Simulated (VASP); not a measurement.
Set up this calculation in VASP 6.6.1, as the native input.

* Task: single point
* Functional: PBE
* Potentials or basis: VASP PAW PBE potentials, release 64 (Sr_sv, Ti_sv, O)
* Cutoff: 520 eV
* k mesh: 8 × 8 × 8
* Occupations: gaussian, width 0.05 eV
* Spin: no spin polarisation
* Dipole correction: no
* Further INCAR settings: ALGO = Normal; EDIFF = 1e-06; NBANDS = 28

The structure of SrTiO3 lies in POSCAR:

```
SrTiO3
1.0
    3.9364094381      0.0000000000      0.0000000000
    0.0000000000      3.9364094381      0.0000000000
    0.0000000000      0.0000000000      3.9364094381
Sr Ti O
1 1 3
Direct
    0.0380222051      0.0000000000      0.0000000000
    0.4657828960      0.5000000000      0.5000000000
   -0.0298790482      0.5000000000      0.5000000000
    0.4620101068      0.0000000000      0.5000000000
    0.4620101068      0.5000000000      0.0000000000
```

This cell differs from its parent crystal: mode 1 frozen in at -0.058 Å and mode 7 at +0.173 Å (largest displacements).

The input as run:

INCAR

```
SYSTEM = SrTiO3
ALGO     = Normal         ! electronic algorithm
EDIFF    = 1E-6           ! SCF threshold, eV
ENCUT    = 520            ! plane-wave cutoff, eV
GGA      = PE             ! functional
ISIF     = 2              ! what is computed and relaxed
ISMEAR   = 0              ! smearing method
LASPH    = .TRUE.         ! aspherical terms in the spheres
LCHARG   = .TRUE.         ! write CHGCAR
LELF     = .TRUE.         ! ELF
LREAL    = .FALSE.        ! projectors in reciprocal space
LVHAR    = .TRUE.       
LWAVE    = .FALSE.        ! write WAVECAR
NBANDS   = 28             ! bands
NELM     = 80             ! most SCF steps
PREC     = Accurate       ! precision mode
SIGMA    = 0.05           ! smearing width, eV
```

KPOINTS

```
k-points
0
G
  8 8 8
  0 0 0
```

Potentials or basis: VASP PAW PBE potentials, release 64 (Sr_sv, Ti_sv, O).

The run is started by

```console
$ cat potpaw_PBE.64/Sr_sv/POTCAR potpaw_PBE.64/Ti_sv/POTCAR potpaw_PBE.64/O/POTCAR > POTCAR
$ mpirun -np 1 vasp_std > vasp.out
```

It gave:

```
Pressure               : 2.7 GPa
Largest force          : 1.074 eV/Å
Band gap on the k mesh : 1.76 eV, indirect (least direct gap 2.13 eV)
```

Caveat: the cell differs from its parent crystal (mode 1 frozen in at -0.058 Å and mode 7 at +0.173 Å (largest displacements)); forces of over 1 eV/Å act on the atoms, so gaps and moduli don't describe the material at rest.

Run time: 58 s on 1 thread of Intel(R) Xeon(R) 6975P-C (Granite Rapids) (shared host), peak memory 0.26 GiB.
